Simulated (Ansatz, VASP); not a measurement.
Two plane-wave programs on Ni

File INCAR:

```
SYSTEM = Ni
PREC = Accurate ; ENCUT = 520
EDIFF = 1E-6 ; ISMEAR = 0
SIGMA = 0.15 ; LREAL = .False.
LASPH = .True. ; NELM = 150
ALGO = Normal ; ISIF = 2
LWAVE = .False. ; LCHARG = .False.
ISPIN = 2 ; MAGMOM = 0.81
LORBIT = 11 ; LMAXMIX = 4
GGA = PE ; NBANDS = 15
```

Contents of KPOINTS:

```
regular mesh
0
Gamma
  22 22 22
  0 0 0
```

Contents of POSCAR:

```
Ni
1.0
    0.0000000000      1.7016518750      1.7016518750
    1.7679500000     -0.0662981250      1.7679500000
    1.7679500000      1.7679500000     -0.0662981250
Ni
1
Direct
    0.0000000000      0.0000000000      0.0000000000
```

Input for Ansatz:

```yaml
crystal:
  lattice:
    - [0.0, 1.701651875, 1.701651875]
    - [1.76795, -0.066298125, 1.76795]
    - [1.76795, 1.76795, -0.066298125]
  atoms:
    - { symbol: Ni, position: [0.0, 0.0, 0.0], spin: 0.81 }
basis:
  ecutwfc: 420
kpoints:
  mp_grid: { grid: [22, 22, 22] }
hamiltonian:
  xc: pbe
scf:
  occupations: { method: gaussian, width: 0.15 }
output:
  forces: true
  stress: true
  eigenvalues: true
  populations: true
  write_density: true
  write_potential: true
  elf: true
  volumetric_format: npy
magnetization:
  spin_polarized: true
```

Change from the starting cell: strain -0.0750 x Voigt [0, 0, 0, 1, 0, 0], atoms carried along.

Alike in both runs: task single point; functional PBE; k mesh 22 × 22 × 22; occupations gaussian, width 0.15 eV; collinear spin.

```csv
,VASP,Ansatz
version,VASP 6.6.1,Ansatz 0.2.0
potentials or method,"VASP PAW PBE potentials, release 64 (Ni), cutoff 520 eV","scalar-relativistic, plane waves, PAW"
valence electrons in the cell,10,18
```

Ansatz gave:

* gap on the k mesh at the Fermi level (eV): none
* pressure (GPa): -1.5
* traceless stress, the component that is largest in VASP (GPa): 9.46
* net moment per atom (μB): 0.64
* size of the moment on the site where the two differ most (μB): 0.69

Q: Which values does VASP return?

A: gap on the k mesh at the Fermi level (eV): none; pressure (GPa): -1.5; traceless stress, the component that is largest in VASP (GPa): 9.24; net moment per atom (μB): 0.63; size of the moment on the site where the two differ most (μB): 0.64.

Site moments also hang on the region over which each program counts them. A gap of «none» marks a metal or a gap that the smearing closes. The functional is the same, so the differences come from potentials, cutoffs and numerics. VASP's potentials hold 10 valence electrons a cell and Ansatz's 18, so a difference there can come from the potentials and not from the codes.
